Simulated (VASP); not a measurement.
# TePb (Pm-3m) in VASP: further runs

Aim: see how the results for TePb move with the level of theory and the settings. Levels: PBEsol-based screened hybrid, PBE-based screened hybrid. Tasks: single point.

Program: VASP 6.6.1. These are calculated values, not measurements. Logs are shortened: lines on timing, memory, paths and dates and some standing lists are left out, and cuts for length are marked.

### 1 The cell of the first run

It takes space group Pm-3m (No. 221, cubic). Conventional cell: a = 4.002 Å, b = 4.002 Å, c = 4.002 Å, α = 90.00°, β = 90.00°, γ = 90.00°. Within 4.6 Å of Pb (site symmetry m-3m) lie 8 Te at 3.47 Å and 6 Pb at 4.00 Å. Within 4.6 Å of Te (site symmetry m-3m) lie 8 Pb at 3.47 Å and 6 Te at 4.00 Å.

### 2 Single point, PBEsol-based screened hybrid

Input file POSCAR:

```
TePb
1.0
    4.0022870000      0.0000000000      0.0000000000
    0.0000000000      4.0022870000      0.0000000000
    0.0000000000      0.0000000000      4.0022870000
Pb Te
1 1
Direct
    0.0000000000      0.0000000000      0.0000000000
    0.5000000000      0.5000000000      0.5000000000
```

Input file INCAR.step1:

```
ALGO = Normal
EDIFF = 1E-5
ENCUT = 520
GGA = PE
ISIF = 2
ISMEAR = -1
LASPH = T
LCHARG = F
LREAL = F
LWAVE = T
NBANDS = 17
NELM = 60
PREC = Accurate
SIGMA = 0.05
```

Input file INCAR.step2:

```
AEXX = 0.25
ALGO = Normal
EDIFF = 1E-6
ENCUT = 520
GGA = PS
HFSCREEN = 0.207
ISIF = 2
ISMEAR = -1
ISTART = 1
LASPH = T
LCHARG = F
LHFCALC = T
LREAL = F
LWAVE = F
NBANDS = 17
NELM = 60
PREC = Accurate
PRECFOCK = Normal
SIGMA = 0.05
```

Input file KPOINTS:

```
k-points
0
Gamma
  4 4 4
```

Potentials or basis: VASP PAW PBE potentials, release 64 (Pb_d, Te).

The run is started by

```sh
cat potpaw_PBE.64/Pb_d/POTCAR potpaw_PBE.64/Te/POTCAR > POTCAR
cp INCAR.step1 INCAR
mpirun -np 1 vasp_std > vasp.out
cp INCAR.step2 INCAR
mpirun -np 1 vasp_std > vasp.out
```

OUTCAR:

```text
AEXX = 0.25
   EDIFF = 1E-6
   ENCUT = 520
   GGA = PS
   HFSCREEN = 0.207
   ISIF = 2
   ISMEAR = -1
   ISTART = 1
   LASPH = T
   LHFCALC = T
   LREAL = F
   NELM = 60
   PREC = Accurate
   PRECFOCK = Normal

 ion  position               nearest neighbor table
   1  0.000  0.000  0.000-   2 3.47   2 3.47   2 3.47   2 3.47   2 3.47   2 3.47   2 3.47   2 3.47

   2  0.500  0.500  0.500-   1 3.47   1 3.47   1 3.47   1 3.47   1 3.47   1 3.47   1 3.47   1 3.47

  LATTYP: Found a simple cubic cell.
 ALAT       =     4.0022870000

  Lattice vectors:

 A1 = (   4.0022870000,   0.0000000000,   0.0000000000)
 A2 = (   0.0000000000,   4.0022870000,   0.0000000000)
 A3 = (   0.0000000000,   0.0000000000,   4.0022870000)

Analysis of symmetry for initial positions (statically):
=====================================================================
 Subroutine PRICEL returns:
 Original cell was already a primitive cell.

 Routine SETGRP: Setting up the symmetry group for a
 simple cubic supercell.

 Subroutine GETGRP returns: Found 48 space group operations
 (whereof 48 operations were pure point group operations)
 out of a pool of 48 trial point group operations.

The static configuration has the point symmetry O_h .

Analysis of symmetry for dynamics (positions and initial velocities):
=====================================================================
 Subroutine PRICEL returns:
 Original cell was already a primitive cell.

 Routine SETGRP: Setting up the symmetry group for a
 simple cubic supercell.

 Subroutine GETGRP returns: Found 48 space group operations
 (whereof 48 operations were pure point group operations)
 out of a pool of 48 trial point group operations.

The dynamic configuration has the point symmetry O_h .

 Subroutine INISYM returns: Found 48 space group operations
 (whereof 48 operations are pure point group operations),
 and found     1 'primitive' translations

----------------------------------------------------------------------------------------

                                     Primitive cell

  volume of cell :      64.1098

  direct lattice vectors                    reciprocal lattice vectors
     4.002287000  0.000000000  0.000000000     0.249857144  0.000000000  0.000000000
     0.000000000  4.002287000  0.000000000     0.000000000  0.249857144  0.000000000
     0.000000000  0.000000000  4.002287000     0.000000000  0.000000000  0.249857144

  length of vectors
     4.002287000  4.002287000  4.002287000     0.249857144  0.249857144  0.249857144

  position of ions in fractional coordinates (direct lattice)
     0.000000000  0.000000000  0.000000000
     0.500000000  0.500000000  0.500000000

  ion indices of the primitive-cell ions
   primitive index   ion index
                 1           1
                 2           2

----------------------------------------------------------------------------------------

 KPOINTS: k-points

Automatic generation of k-mesh.
 Grid dimensions read from file:
 generate k-points for:    4    4    4

 Generating k-lattice:

  Cartesian coordinates                     Fractional coordinates (reciprocal lattice)
     0.062464286  0.000000000  0.000000000     0.250000000  0.000000000  0.000000000
     0.000000000  0.062464286  0.000000000     0.000000000  0.250000000  0.000000000
     0.000000000  0.000000000  0.062464286     0.000000000  0.000000000  0.250000000

  Length of vectors
     0.062464286  0.062464286  0.062464286

  Shift w.r.t. Gamma in fractional coordinates (k-lattice)
     0.000000000  0.000000000  0.000000000

 Subroutine IBZKPT returns following result:
 ===========================================

 Found     10 irreducible k-points:

 Following reciprocal coordinates:
            Coordinates               Weight
  0.000000  0.000000  0.000000      1.000000
  0.250000  0.000000  0.000000      6.000000
  0.500000  0.000000  0.000000      3.000000
  0.250000  0.250000  0.000000     12.000000
  0.500000  0.250000  0.000000     12.000000
  0.500000  0.500000  0.000000      3.000000
  0.250000  0.250000  0.250000      8.000000
  0.500000  0.250000  0.250000     12.000000
  0.500000  0.500000  0.250000      6.000000
  0.500000  0.500000  0.500000      1.000000
   k-points           NKPTS =     10   k-points in BZ     NKDIM =     64   number of bands    NBANDS=     17
   number of dos      NEDOS =    301   number of ions     NIONS =      2
   total plane-waves  NPLWV =  27000
   dimension x,y,z NGX =    30 NGY =   30 NGZ =   30
   dimension x,y,z NGXF=    60 NGYF=   60 NGZF=   60
   ions per type =               1   1
   NGX,Y,Z   is equivalent  to a cutoff of  12.46, 12.46, 12.46 a.u.
   NGXF,Y,Z  is equivalent  to a cutoff of  24.92, 24.92, 24.92 a.u.
 SYSTEM =  unknown system
   PREC   = accura    normal or accurate (medium, high low for compatibility)
   ISTART =      1    job   : 0-new  1-cont  2-samecut
   ICHARG =      0    charge: 1-file 2-atom 10-const
   ISPIN  =      1    spin polarized calculation?
   LNONCOLLINEAR =      F non collinear calculations
   LSORBIT =      F    spin-orbit coupling
   LASPH  =      T    aspherical Exc in radial PAW
   ENCUT  =  520.0 eV  38.22 Ry    6.18 a.u.   7.44  7.44  7.44*2*pi/ulx,y,z
   NELM   =     60;   NELMIN=  2; NELMDL=  0     # of ELM steps
   EDIFF  = 0.1E-05   stopping-criterion for ELM
   LREAL  =      F    real-space projection
   EDIFFG = 0.1E-04   stopping-criterion for IOM
   NSW    =      0    number of steps for IOM
   IBRION =     -1    ionic relax: 0-MD 1-quasi-New 2-CG
   NFREE  =      0    steps in history (QN), initial steepest desc. (CG)
   ISIF   =      2    stress and relaxation
   ISYM   =      3    0-nonsym 1-usesym 2-fastsym
   POTIM  = 0.5000    time-step for ionic-motion
   TEBEG  =    0.0;   TEEND  =   0.0 temperature during run
   PSTRESS=    0.0 pullay stress
   NELECT =      20.0000    total number of electrons
   NUPDOWN=      -1.0000    fix difference up-down
   EMIN   =  10.00;   EMAX   =-10.00  energy-range for DOS
   EFERMI =   0.00;   METHOD = LEGACY
   ISMEAR =    -1;   SIGMA  =   0.05  broadening in eV -4-tet -1-fermi 0-gaus
   EFERMI_NEDOS =   21; number of points for ismear=-14 and -15
   IALGO  =     38    algorithm
   IMIX   =      1    mixing-type and parameters
     AMIX     =   0.40;   BMIX     =  1.00
     AMIX_MAG =   1.60;   BMIX_MAG =  1.00
  volume/ion in A,a.u.               =      32.05       216.32
  Fermi-wavevector in a.u.,A,eV,Ry     =   1.110307  2.098177 16.773027  1.232783
  Thomas-Fermi vector in A             =   2.246857
   LORBIT       =      0    0 simple, 1 ext, 2 COOP (PROOUT), +10 PAW based schemes
   GGA     = PS    functional components
   LHFCALC =     T    Hartree Fock is set to
   PRECFOCK=normal    Normal, Fast or Accurate (Low or Medium for compatibility)
   ENCUT4O =  -1.0   cutoff for four orbital integrals eV
   NKREDX  =     1    reduce k-point grid by
   NKREDY  =     1    reduce k-point grid by
   NKREDZ  =     1    reduce k-point grid by
   AEXX    =    0.2500 exact exchange contribution
   HFSCREEN=    0.2070 screening length (either q_TF or 0.3 A-1)
   HFSCREENC=   0.2070 screening length for correlation (either q_TF or 0.3 A-1)
   ENCUTFOCK=  -1.0 apply spherical cutoff to Coloumb kernel
   IVDW    =     0    specifies the selected vdW correction
   LEPSILON=     F    determine dielectric tensor
   LRPA    =     F    only Hartree local field effects (RPA)
 non-spin polarized calculation
  energy-cutoff  :      520.00
  volume of cell :       64.11
 maximum number of plane-waves:      1750
 NGX is ok and might be reduce to    30
  NGX = 24; NGY = 24; NGZ = 24

 number of electron      20.0000009 magnetization

 Free energy of the ion-electron system (eV)
  ---------------------------------------------------
  ext. energy  EPLUGINS =         0.00000000
  ---------------------------------------------------
  free energy    TOTEN  =        -8.84557073 eV

  energy without entropy =       -8.83847554  energy(sigma->0) =       -8.84202314

 E-fermi :   6.2261     XC(G=0):  -8.1394

 val. band max:        6.0753065267   @ k =   0.5000   0.2500   0.0000
 cond. band min:       6.3320098068   @ k =   0.5000   0.5000   0.0000
 fundamental gap:      0.2567032801
 Fermi energy:         6.2261199473

 k-point     1 :       0.0000    0.0000    0.0000
  band No.  band energies     occupation
      1     -13.0489      2.00000
      2     -13.0489      2.00000
      3     -12.9673      2.00000
      4     -12.9673      2.00000
      5     -12.9673      2.00000
      6      -7.3642      2.00000
[... 9 lines left out ...]
     16      16.6597      0.00000
     17      17.9808      0.00000

 k-point     2 :       0.2500    0.0000    0.0000
  band No.  band energies     occupation
      1     -13.0469      2.00000
      2     -13.0139      2.00000
      3     -12.9810      2.00000
      4     -12.9810      2.00000
      5     -12.9663      2.00000
      6      -6.8183      2.00000
[... 9 lines left out ...]
     16      15.4828      0.00000
     17      17.3943      0.00000

 k-point     3 :       0.5000    0.0000    0.0000
  band No.  band energies     occupation
      1     -13.0450      2.00000
      2     -12.9946      2.00000
      3     -12.9946      2.00000
      4     -12.9792      2.00000
      5     -12.9652      2.00000
      6      -5.8165      2.00000
[... 9 lines left out ...]
     16      18.4953      0.00000
     17      18.9723      0.00000

 k-point     4 :       0.2500    0.2500    0.0000
  band No.  band energies     occupation
      1     -13.0291      2.00000
      2     -12.9997      2.00000
      3     -12.9940      2.00000
      4     -12.9800      2.00000
      5     -12.9775      2.00000
      6      -6.3031      2.00000
[... 9 lines left out ...]
     16      14.7185      0.00000
     17      15.3205      0.00000

 k-point     5 :       0.5000    0.2500    0.0000
  band No.  band energies     occupation
      1     -13.0230      2.00000
      2     -13.0183      2.00000
      3     -12.9912      2.00000
      4     -12.9765      2.00000
      5     -12.9622      2.00000
      6      -5.4437      2.00000
[... 9 lines left out ...]
     16      15.6473      0.00000
     17      16.2004      0.00000

 k-point     6 :       0.5000    0.5000    0.0000
  band No.  band energies     occupation
      1     -13.0416      2.00000
      2     -13.0103      2.00000
      3     -12.9877      2.00000
      4     -12.9877      2.00000
      5     -12.9359      2.00000
      6      -4.9775      2.00000
[... 9 lines left out ...]
     16      14.3645      0.00000
     17      14.3645      0.00000

 k-point     7 :       0.2500    0.2500    0.2500
  band No.  band energies     occupation
      1     -12.9998      2.00000
      2     -12.9949      2.00000
      3     -12.9949      2.00000
      4     -12.9909      2.00000
      5     -12.9909      2.00000
      6      -5.8384      2.00000
[... 9 lines left out ...]
     16      15.1508      0.00000
     17      17.4818      0.00000

 k-point     8 :       0.5000    0.2500    0.2500
  band No.  band energies     occupation
      1     -13.0152      2.00000
      2     -13.0093      2.00000
      3     -12.9915      2.00000
      4     -12.9908      2.00000
      5     -12.9555      2.00000
      6      -5.1386      2.00000
[... 9 lines left out ...]
     16      15.5828      0.00000
     17      17.7355      0.00000

 k-point     9 :       0.5000    0.5000    0.2500
  band No.  band energies     occupation
      1     -13.0331      2.00000
      2     -13.0063      2.00000
      3     -13.0063      2.00000
      4     -12.9723      2.00000
      5     -12.9349      2.00000
      6      -4.7725      2.00000
[... 9 lines left out ...]
     16      17.6620      0.00000
     17      17.9239      0.00000

 k-point    10 :       0.5000    0.5000    0.5000
  band No.  band energies     occupation
      1     -13.0246      2.00000
      2     -13.0246      2.00000
      3     -13.0246      2.00000
      4     -12.9340      2.00000
      5     -12.9340      2.00000
      6      -4.5382      2.00000
[... 9 lines left out ...]
     16      20.7237      0.00000
     17      22.1045      0.00000

------------------------ aborting loop because EDIFF is reached ----------------------------------------

  FORCE on cell =-STRESS in cart. coord.  units (eV):
  Direction    XX          YY          ZZ          XY          YZ          ZX
  --------------------------------------------------------------------------------------
  -------------------------------------------------------------------------------------
  Total       -0.8701336     -0.8701336     -0.8701336      0.0000000      0.0000000     -0.0000000
  in kB      -21.7456227    -21.7456227    -21.7456227      0.0000000      0.0000000     -0.0000000
  external PRESSURE =     -21.7456227 kB  Pullay stress =       0.0000000 kB

 VOLUME and BASIS-vectors are now :
 -----------------------------------------------------------------------------
  energy-cutoff  :      520.00
  volume of cell :       64.11
      direct lattice vectors                 reciprocal lattice vectors
     4.002287000  0.000000000  0.000000000     0.249857144  0.000000000  0.000000000
     0.000000000  4.002287000  0.000000000     0.000000000  0.249857144  0.000000000
     0.000000000  0.000000000  4.002287000     0.000000000  0.000000000  0.249857144

 POSITION                                       TOTAL-FORCE (eV/Angst)
 -----------------------------------------------------------------------------------
      0.00000      0.00000      0.00000         0.000000      0.000000      0.000000
      2.00114      2.00114      2.00114         0.000000      0.000000      0.000000
 -----------------------------------------------------------------------------------
    total drift:                                0.000002      0.000002      0.000002

  FREE ENERGIE OF THE ION-ELECTRON SYSTEM (eV)
  ---------------------------------------------------
  free  energy   TOTEN  =        -8.8455707342 eV

  energy  without entropy=       -8.8384755388  energy(sigma->0) =       -8.84202314
```

It took 11 min on 1 thread of Intel Xeon 6975P-C, shared host; peak memory 0.29 GiB.

Results:

```
Free energy            : -8.8456 eV
Pressure               : -2.2 GPa
Band gap on the k mesh : zero (band 10 reaches 6.33 eV, above the bottom of band 11 at 5.08 eV)
```

Levels at points of the mesh, in eV from the Fermi level:
```
           k point  band 7  band 8  band 9  band 10  band 11  band 12  band 13  band 14
(0.00, 0.00, 0.00)   -7.46   -1.97   -1.97    -1.97     4.29     4.29     5.78     5.78
(0.50, 0.00, 0.00)  -10.19   -0.97   -0.38    -0.38     0.24     2.52     2.52     5.77
(0.50, 0.50, 0.00)   -8.84   -5.10   -5.10     0.11     3.86     4.14     4.14     6.41
(0.50, 0.50, 0.50)   -8.00   -2.94   -2.94    -2.94    -1.15    -1.15    -1.15    14.50
```

Caveat: the k points lie up to 0.39 Å⁻¹ apart; the PAW data sets were made with another functional, which shifts forces and pressure a little; spin-orbit coupling is left out, which moves the levels of the heavy elements.

### 3 Single point, PBE-based screened hybrid

POSCAR is that of step 2.

Input file INCAR.step1:

```
SYSTEM = TePb
  ALGO = Normal
  EDIFF = 1E-5
  ENCUT = 520
  GGA = PE
  ISIF = 2
  ISMEAR = -1
  LASPH = .TRUE.
  LCHARG = .FALSE.
  LREAL = .FALSE.
  LWAVE = .TRUE.
  NBANDS = 17
  NELM = 60
  PREC = Accurate
  SIGMA = 0.05
```

Input file INCAR.step2:

```
SYSTEM = TePb
  AEXX = 0.25
  ALGO = Normal
  EDIFF = 1E-6
  ENCUT = 520
  GGA = PE
  HFSCREEN = 0.3
  ISIF = 2
  ISMEAR = -1
  ISTART = 1
  LASPH = .TRUE.
  LCHARG = .FALSE.
  LHFCALC = .TRUE.
  LREAL = .FALSE.
  LWAVE = .FALSE.
  NBANDS = 17
  NELM = 60
  PREC = Accurate
  PRECFOCK = Normal
  SIGMA = 0.05
```

Input file KPOINTS:

```
k-points
0
G
  4 4 4
  0 0 0
```

Potentials or basis: VASP PAW PBE potentials, release 64 (Pb_d, Te).

The run is started by

```sh
cat potpaw_PBE.64/Pb_d/POTCAR potpaw_PBE.64/Te/POTCAR > POTCAR
cp INCAR.step1 INCAR
mpirun -np 1 vasp_std > vasp.out
cp INCAR.step2 INCAR
mpirun -np 1 vasp_std > vasp.out
```

Run time: 11 min. Hardware: 1 thread of Intel Xeon 6975P-C, shared host; peak memory 0.29 GiB.

It converged, with:

| Property | Result |
| --- | --- |
| Free energy | -8.0326 eV |
| Pressure | -0.4 GPa |
| Band gap on the k mesh | zero (band 10 reaches 6.47 eV, above the bottom of band 11 at 5.23 eV) |

Levels at points of the mesh, in eV from the Fermi level:
```csv
k point,band 6,band 7,band 8,band 9,band 10,band 11,band 12,band 13,band 14,band 15
"(0.00, 0.00, 0.00)",-13.40,-7.33,-1.89,-1.89,-1.89,4.20,4.20,5.66,5.66,5.66
"(0.50, 0.00, 0.00)",-11.87,-9.99,-0.94,-0.34,-0.34,0.23,2.45,2.45,5.65,7.12
"(0.50, 0.50, 0.00)",-11.05,-8.67,-4.95,-4.95,0.10,3.76,4.03,4.03,6.30,7.19
"(0.50, 0.50, 0.50)",-10.61,-7.84,-2.87,-2.87,-2.87,-1.13,-1.13,-1.13,14.35,14.35
```

Caveat: the k points lie up to 0.39 Å⁻¹ apart; the PAW data sets were made with another functional, which shifts forces and pressure a little; spin-orbit coupling is left out, which moves the levels of the heavy elements.
